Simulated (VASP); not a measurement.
# Nb (P6/mmm) in VASP: a series of runs

Runs on Nb. Level: PBE. Tasks: relaxation of cell and atoms.

Program: VASP 6.6.1. These are calculated values, not measurements. Logs are shortened: lines on timing, memory, paths and dates and some standing lists are left out, and cuts for length are marked.

**1. The cell of the first run**

Symmetry: P6/mmm, No. 191, hexagonal system. Conventional cell: a = 2.886 Å, b = 2.886 Å, c = 2.752 Å, α = 90.00°, β = 90.00°, γ = 120.00°. Nb (site symmetry 6/mmm) has 8 Nb at 2.75 to 2.89 Å within 3.6 Å.

This isn't the form of Nb at room conditions, which is bcc.

**2. Relaxation of cell and atoms, PBE, target pressure -3.3 GPa, at which the enthalpy is minimised**

The input, INCAR:

```
ALGO = Normal
EDIFF = 1E-6
EDIFFG = -0.005
ENCUT = 600
GGA = PE
IBRION = 2
ISIF = 3
ISMEAR = -1
LASPH = T
LCHARG = F
LREAL = F
LWAVE = F
NELM = 80
NSW = 32
PREC = Accurate
PSTRESS = -33.0
SIGMA = 0.08
```

The input, KPOINTS:

```
k-points
0
Gamma
  15 15 14
```

The input, POSCAR:

```
Nb
1.0
    2.8861573878      0.0000000000      0.0000000000
   -1.4430786939      2.4994856172      0.0000000000
    0.0000000000      0.0000000000      2.7515288428
Nb
1
Direct
    0.0000000000      0.0000000000      0.0000000000
```

Potentials or basis: VASP PAW PBE potentials, release 64 (Nb_sv).

Started as:

```console
cat potpaw_PBE.64/Nb_sv/POTCAR > POTCAR
mpirun -np 1 vasp_std > vasp.out
```

OUTCAR:

```text
EDIFF = 1E-6
   EDIFFG = -0.005
   ENCUT = 600
   GGA = PE
   IBRION = 2
   ISIF = 3
   ISMEAR = -1
   LASPH = T
   LREAL = F
   NELM = 80
   NSW = 32
   PREC = Accurate
   PSTRESS = -33.0

 ion  position               nearest neighbor table
   1  0.000  0.000  0.000-

  LATTYP: Found a hexagonal cell.
 ALAT       =     2.8861573878
 C/A-ratio  =     0.9533537064

  Lattice vectors:

 A1 = (   2.8861573878,   0.0000000000,   0.0000000000)
 A2 = (  -1.4430786939,   2.4994856172,   0.0000000000)
 A3 = (   0.0000000000,   0.0000000000,   2.7515288428)

Analysis of symmetry for initial positions (statically):
=====================================================================
 Subroutine PRICEL returns:
 Original cell was already a primitive cell.

 Routine SETGRP: Setting up the symmetry group for a
 hexagonal supercell.

 Subroutine GETGRP returns: Found 24 space group operations
 (whereof 24 operations were pure point group operations)
 out of a pool of 24 trial point group operations.

The static configuration has the point symmetry D_6h.

Analysis of symmetry for dynamics (positions and initial velocities):
=====================================================================
 Subroutine PRICEL returns:
 Original cell was already a primitive cell.

 Routine SETGRP: Setting up the symmetry group for a
 hexagonal supercell.

 Subroutine GETGRP returns: Found 24 space group operations
 (whereof 24 operations were pure point group operations)
 out of a pool of 24 trial point group operations.

The dynamic configuration has the point symmetry D_6h.

 Subroutine INISYM returns: Found 24 space group operations
 (whereof 24 operations are pure point group operations),
 and found     1 'primitive' translations

----------------------------------------------------------------------------------------

                                     Primitive cell

  volume of cell :      19.8493

  direct lattice vectors                    reciprocal lattice vectors
     2.886157388  0.000000000  0.000000000     0.346481451  0.200041159  0.000000000
    -1.443078694  2.499485617  0.000000000     0.000000000  0.400082318  0.000000000
     0.000000000  0.000000000  2.751528843     0.000000000  0.000000000  0.363434315

  length of vectors
     2.886157388  2.886157388  2.751528843     0.400082318  0.400082318  0.363434315

  position of ions in fractional coordinates (direct lattice)
     0.000000000  0.000000000  0.000000000

  ion indices of the primitive-cell ions
   primitive index   ion index
                 1           1

----------------------------------------------------------------------------------------

 KPOINTS: k-points

Automatic generation of k-mesh.
 Grid dimensions read from file:
 generate k-points for:   15   15   14

 Generating k-lattice:

  Cartesian coordinates                     Fractional coordinates (reciprocal lattice)
     0.023098763  0.013336077  0.000000000     0.066666667  0.000000000  0.000000000
     0.000000000  0.026672155  0.000000000     0.000000000  0.066666667  0.000000000
     0.000000000  0.000000000  0.025959594     0.000000000  0.000000000  0.071428571

  Length of vectors
     0.026672155  0.026672155  0.025959594

  Shift w.r.t. Gamma in fractional coordinates (k-lattice)
     0.000000000  0.000000000  0.000000000

 Subroutine IBZKPT returns following result:
 ===========================================

 Found    216 irreducible k-points:

 Following reciprocal coordinates:
            Coordinates               Weight
  0.000000  0.000000  0.000000      1.000000
  0.066667 -0.000000  0.000000      6.000000
  0.133333  0.000000  0.000000      6.000000
  0.200000  0.000000  0.000000      6.000000
  0.266667  0.000000  0.000000      6.000000
  0.333333  0.000000  0.000000      6.000000
[... 16 lines left out ...]
  0.333333  0.200000  0.000000     12.000000
  0.400000  0.200000  0.000000      6.000000
 [... further k-points ...]
   k-points           NKPTS =    216   k-points in BZ     NKDIM =    216   number of bands    NBANDS=     10
   number of dos      NEDOS =    301   number of ions     NIONS =      1
   total plane-waves  NPLWV =  13824
   dimension x,y,z NGX =    24 NGY =   24 NGZ =   24
   dimension x,y,z NGXF=    48 NGYF=   48 NGZF=   48
   ions per type =               1
   NGX,Y,Z   is equivalent  to a cutoff of  13.82, 13.82, 14.50 a.u.
   NGXF,Y,Z  is equivalent  to a cutoff of  27.65, 27.65, 29.00 a.u.
 SYSTEM =  unknown system
   PREC   = accura    normal or accurate (medium, high low for compatibility)
   ISTART =      0    job   : 0-new  1-cont  2-samecut
   ICHARG =      2    charge: 1-file 2-atom 10-const
   ISPIN  =      1    spin polarized calculation?
   LNONCOLLINEAR =      F non collinear calculations
   LSORBIT =      F    spin-orbit coupling
   LASPH  =      T    aspherical Exc in radial PAW
   ENCUT  =  600.0 eV  44.10 Ry    6.64 a.u.   5.76  5.76  5.50*2*pi/ulx,y,z
   NELM   =     80;   NELMIN=  2; NELMDL= -5     # of ELM steps
   EDIFF  = 0.1E-05   stopping-criterion for ELM
   LREAL  =      F    real-space projection
   EDIFFG = -.5E-02   stopping-criterion for IOM
   NSW    =     32    number of steps for IOM
   IBRION =      2    ionic relax: 0-MD 1-quasi-New 2-CG
   NFREE  =      1    steps in history (QN), initial steepest desc. (CG)
   ISIF   =      3    stress and relaxation
   ISYM   =      2    0-nonsym 1-usesym 2-fastsym
   POTIM  = 0.5000    time-step for ionic-motion
   TEBEG  =    0.0;   TEEND  =   0.0 temperature during run
   PSTRESS=  -33.0 pullay stress
   NELECT =      13.0000    total number of electrons
   NUPDOWN=      -1.0000    fix difference up-down
   EMIN   =  10.00;   EMAX   =-10.00  energy-range for DOS
   EFERMI =   0.00;   METHOD = LEGACY
   ISMEAR =    -1;   SIGMA  =   0.08  broadening in eV -4-tet -1-fermi 0-gaus
   EFERMI_NEDOS =   21; number of points for ismear=-14 and -15
   IALGO  =     38    algorithm
   IMIX   =      4    mixing-type and parameters
     AMIX     =   0.40;   BMIX     =  1.00
     AMIX_MAG =   1.60;   BMIX_MAG =  1.00
  volume/ion in A,a.u.               =      19.85       133.95
  Fermi-wavevector in a.u.,A,eV,Ry     =   1.421699  2.686622 27.500483  2.021229
  Thomas-Fermi vector in A             =   2.542481
   LORBIT       =      0    0 simple, 1 ext, 2 COOP (PROOUT), +10 PAW based schemes
   GGA     = PE    functional components
   LHFCALC =     F    Hartree Fock is set to
   AEXX    =    0.0000 exact exchange contribution
   IVDW    =     0    specifies the selected vdW correction
   LEPSILON=     F    determine dielectric tensor
   LRPA    =     F    only Hartree local field effects (RPA)
 conjugate gradient relaxation of ions
 non-spin polarized calculation
  energy-cutoff  :      600.00
  volume of cell :       19.85
 maximum number of plane-waves:       673
 NGX is ok and might be reduce to    24
   NGX = 11   NGY = 11   NGZ = 11

--------------------------------------- Ionic step        1  -------------------------------------------

 number of electron      12.9999999 magnetization

 Free energy of the ion-electron system (eV)
  ---------------------------------------------------
  ext. energy  EPLUGINS =         0.00000000
  ---------------------------------------------------
  free energy    TOTEN  =        -9.59982787 eV

  energy without entropy =       -9.57312179  energy(sigma->0) =       -9.58647483

------------------------ aborting loop because EDIFF is reached ----------------------------------------

  FORCE on cell =-STRESS in cart. coord.  units (eV):
  Direction    XX          YY          ZZ          XY          YZ          ZX
  --------------------------------------------------------------------------------------
  -------------------------------------------------------------------------------------
  Total       -0.4345972     -0.4345972     -0.4300193      0.0000000     -0.0000000      0.0000000
  in kB      -35.0794529    -35.0794529    -34.7099345      0.0000000     -0.0000000      0.0000000
  external PRESSURE =      -1.9562801 kB  Pullay stress =     -33.0000000 kB
[... 59 lines left out ...]
  enthalpy is  TOTEN    =       -10.0086510195 eV   P V=       -0.4074026254

--------------------------------------- Ionic step        3  -------------------------------------------

 number of electron      12.9999999 magnetization

 Free energy of the ion-electron system (eV)
  ---------------------------------------------------
  ext. energy  EPLUGINS =         0.00000000
  ---------------------------------------------------
  free energy    TOTEN  =        -9.60045870 eV

  energy without entropy =       -9.57380399  energy(sigma->0) =       -9.58713135

 E-fermi :  10.2595     XC(G=0): -11.9504

 val. band max:       10.2574922017   @ k =   0.2000   0.2000   0.5000
 cond. band min:      10.2600927273   @ k =   0.2667   0.1333   0.2143
 fundamental gap:      0.0026005256
 Fermi energy:        10.2594657865

 k-point     1 :       0.0000    0.0000    0.0000
  band No.  band energies     occupation
      1     -44.6623      2.00000
      2     -20.0718      2.00000
      3     -20.0030      2.00000
      4     -20.0030      2.00000
      5       4.2672      2.00000
      6       7.2829      2.00000
      7      10.4295      0.21333
      8      10.4295      0.21333
      9      15.0281      0.00000
     10      15.0281      0.00000
[... 287 lines left out ...]
 k-point    24 :       0.4000    0.2000    0.0000
  band No.  band energies     occupation
      1     -44.4559      2.00000
      2     -21.0975      2.00000
      3     -20.5709      2.00000
      4     -19.9175      2.00000
      5       7.7124      2.00000
      6       8.4906      2.00000
      7      10.1772      1.47329
      8      12.2348      0.00000
      9      13.5540      0.00000
     10      16.8049      0.00000

 [... further k-points ...]
[... 5 lines left out ...]
  --------------------------------------------------------------------------------------
  -------------------------------------------------------------------------------------
  Total       -0.4075912     -0.4075912     -0.4110344      0.0000000     -0.0000000      0.0000000
  in kB      -32.9488270    -32.9488270    -33.2271704      0.0000000     -0.0000000      0.0000000
  external PRESSURE =      -0.0416081 kB  Pullay stress =     -33.0000000 kB
[... 16 lines left out ...]
  FREE ENERGIE OF THE ION-ELECTRON SYSTEM (eV)
  ---------------------------------------------------
  free  energy   TOTEN  =        -9.6004587012 eV

  energy  without entropy=       -9.5738039941  energy(sigma->0) =       -9.58713135

  enthalpy is  TOTEN    =       -10.0086829224 eV   P V=       -0.4082242212

 reached required accuracy - stopping structural energy minimisation
```

Run time: 61 s. Hardware: 1 thread of Intel Xeon 8259CL, shared host; peak memory 0.19 GiB.

Results:

```yaml
Free_energy: -9.6005 eV
Relaxed_volume: 19.82 Å³/atom
Relaxed_cell: a = 2.885 Å, b = 2.885 Å, c = 2.750 Å, α = 90.00°, β = 90.00°, γ = 120.00°
Space_group_after_relaxing_to_0.1_Å: P6/mmm (No. 191)
Energy_change_on_relaxing_the_run_minimises_the_enthalpy: -0.6 meV/atom
Ionic_steps: 3
Pressure_after_relaxing: -3.3 GPa
Band_gap_on_the_k_mesh: zero (an odd number of electrons rules out a gap without spin polarisation)
```

The path:
| step | energy change (eV) | largest force (eV/Å) | pressure (GPa) | volume (Å³) |
| --- | --- | --- | --- | --- |
| 1 | 0.0000 | 0.0000 | -3.50 | 19.85 |
| 2 | -0.0014 | 0.0000 | -3.04 | 19.78 |
| 3 | -0.0006 | 0.0000 | -3.30 | 19.82 |

Final structure:
```yaml
crystal:
  lattice:
    - [2.88463, 0.00000, 0.00000]
    - [-1.44231, 2.49816, 0.00000]
    - [0.00000, 0.00000, 2.75033]
  atoms:
    - { symbol: Nb, position: [0.00000, 0.00000, 0.00000] }
```

Caveat: the cell is relaxed towards a set pressure, so the run minimises the enthalpy, not the energy.

**3. Relaxation of cell and atoms, PBE, target pressure -3.3 GPa, at which the enthalpy is minimised**

This run uses another cell than the first one, of 19.97 Å³/atom.

The input, INCAR:

```
SYSTEM = Nb
PREC = Accurate ; ENCUT = 600
EDIFF = 1E-6 ; ISMEAR = -1
SIGMA = 0.08 ; LREAL = .False.
LASPH = .True. ; NELM = 100
ALGO = Normal ; ISIF = 3
LWAVE = .False. ; LCHARG = .False.
GGA = PE ; IBRION = 2
NSW = 60 ; EDIFFG = -0.005
PSTRESS = -33.0
```

The input, KPOINTS:

```
regular mesh
0
Gamma
  15 15 14
  0 0 0
```

The input, POSCAR:

```
Nb
1.0
    2.9057070962      0.0000000000      0.0000000000
   -1.4528535481      2.5164161612      0.0000000000
    0.0000000000      0.0000000000      2.7313646704
Nb
1
Direct
    0.0000000000      0.0000000000      0.0000000000
```

Potentials or basis: VASP PAW PBE potentials, release 64 (Nb_sv).

Started as:

```console
cat potpaw_PBE.64/Nb_sv/POTCAR > POTCAR
mpirun -np 1 vasp_std > vasp.out
```

Run time: 1.7 min. Hardware: 1 thread of Intel Xeon 8259CL, shared host; peak memory 0.19 GiB.

It converged, with:

```
Free energy                                                : -9.6005 eV
Relaxed volume                                             : 19.82 Å³/atom
Relaxed cell                                               : a = 2.885 Å, b = 2.885 Å, c = 2.750 Å, α = 90.00°, β = 90.00°, γ = 120.00°
Space group after relaxing (to 0.1 Å)                      : P6/mmm (No. 191)
Energy change on relaxing (the run minimises the enthalpy) : -5.8 meV/atom
Ionic steps                                                : 5
Pressure after relaxing                                    : -3.3 GPa
Band gap on the k mesh                                     : zero (an odd number of electrons rules out a gap without spin polarisation)
```

The path:
| step | energy change (eV) | largest force (eV/Å) | pressure (GPa) | volume (Å³) |
| --- | --- | --- | --- | --- |
| 1 | 0.0000 | 0.0000 | -4.39 | 19.97 |
| 2 | -0.0086 | 0.0000 | -1.57 | 19.58 |
| 3 | -0.0069 | 0.0000 | -2.94 | 19.76 |
| 4 | -0.0048 | 0.0000 | -3.60 | 19.87 |
| 5 | -0.0058 | 0.0000 | -3.32 | 19.82 |

Final structure:
```yaml
crystal:
  lattice:
    - [2.88491, 0.00000, 0.00000]
    - [-1.44245, 2.49840, 0.00000]
    - [0.00000, 0.00000, 2.74987]
  atoms:
    - { symbol: Nb, position: [0.00000, 0.00000, 0.00000] }
```

Levels at points of the mesh, in eV from the Fermi level:
```
           k point  band 2  band 3  band 4  band 5  band 6  band 7  band 8  band 9  band 10
(0.00, 0.00, 0.00)  -30.33  -30.26  -30.26   -5.99   -2.98    0.17    0.17    4.77     4.77
(0.00, 0.00, 0.50)  -31.64  -30.15  -30.15   -3.06    0.04    0.87    0.87    1.95     1.95
```

Caveat: the cell is relaxed towards a set pressure, so the run minimises the enthalpy, not the energy.
